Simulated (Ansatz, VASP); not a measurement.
# Al in VASP and in Ansatz

File INCAR:

```
SYSTEM = Al
PREC = Accurate
ENCUT = 520
EDIFF = 1E-7
ISMEAR = -1
SIGMA = 0.1
LREAL = .FALSE.
LASPH = .TRUE.
NELM = 100
ALGO = Normal
ISIF = 2
LWAVE = .FALSE.
LCHARG = .FALSE.
GGA = PS
NBANDS = 8
```

File KPOINTS:

```
Automatic mesh
0
G
  16 16 16
  0 0 0
```

Contents of POSCAR:

```
Al
1.0
    0.0000000000      1.5382496840      1.5382496840
    1.5382496840      0.0000000000      1.5382496840
    1.5382496840      1.5382496840      0.0000000000
Al
1
Direct
    0.0000000000      0.0000000000      0.0000000000
```

Input for Ansatz:

```yaml
crystal:
  lattice:
    - [0.0, 1.538249684, 1.538249684]
    - [1.538249684, 0.0, 1.538249684]
    - [1.538249684, 1.538249684, 0.0]
  atoms:
    - { symbol: Al, position: [0.0, 0.0, 0.0] }
kpoints:
  mp_grid: { grid: [16, 16, 16] }
  band_path:
    path:
      - [0.0, 0.0, 0.0]
      - [0.5, 0.0, 0.5]
      - [0.625, 0.25, 0.625]
      - [0.375, 0.375, 0.75]
      - [0.0, 0.0, 0.0]
      - [0.5, 0.5, 0.5]
      - [0.5, 0.25, 0.75]
      - [0.5, 0.0, 0.5]
    npoints: 8
scf:
  occupations: { method: fermi_dirac, width: 0.1 }
hamiltonian:
  xc: pbesol
  pseudopotentials: { kind: all_electron, lapw: { basis_error: 0.001 } }
output:
  forces: true
  stress: true
  eigenvalues: true
  populations: true
  dos: { projected: true, de: 0.2, e_range: [-14, 8] }
```

Change from the starting cell: volume scaled by 0.45, LAPW.

Alike in both runs: task single point; functional PBEsol; k mesh 16 × 16 × 16; occupations fermi-dirac, width 0.1 eV; no spin polarisation.

|  | VASP | Ansatz |
| --- | --- | --- |
| version | VASP 6.6.1 | Ansatz 0.2.0 |
| potentials or method | VASP PAW PBE potentials, release 64 (Al), cutoff 520 eV | all-electron LAPW, scalar-relativistic |

|  | VASP | Ansatz | Ansatz less VASP |
| --- | --- | --- | --- |
| pressure (GPa) | 344.3 | 337.9 | -6.38 |

VASP's potentials were made for PBE, not for PBEsol. Both programs put the cell under a high pressure, so it lies far from rest at this level. Ansatz ran all-electron here, and VASP with PAW potentials.

Noted on VASP's run: the cell as given lies far from equilibrium.
